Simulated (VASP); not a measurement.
Input of a VASP 6.6.1 run:

The input INCAR:

```
ALGO = Normal
EDIFF = 1E-8
ENCUT = 520
GGA = CA
ISIF = 2
ISMEAR = -1
LASPH = True
LCHARG = False
LEFG = True
LREAL = False
LWAVE = False
NBANDS = 15
NELM = 80
PREC = Accurate
SIGMA = 0.03
```

File KPOINTS:

```
k-points
0
Gamma
  9 9 9
```

The input POSCAR:

```
CaSe
1.0
    0.0000000000      3.0093246679      3.0093246679
    3.0093246679      0.0000000000      3.0093246679
    3.0093246679      3.0093246679      0.0000000000
Ca Se
1 1
Direct
    0.0000000000      0.0000000000      0.0000000000
    0.5000000000      0.5000000000      0.5000000000
```

Potentials or basis: VASP PAW LDA potentials, release 64 (Ca_sv, Se).

Launch:

```console
$ cat potpaw_LDA.64/Ca_sv/POTCAR potpaw_LDA.64/Se/POTCAR > POTCAR
$ mpirun -np 1 vasp_std > vasp.out
```

What does it give for the pressure?

-5.0 GPa.

Estimate the band gap on the k mesh.

2.02 eV (least direct gap 2.83 eV).

Caveat: the cell stands under tension; an odd mesh through Γ misses points on the zone boundary, where band edges can lie.
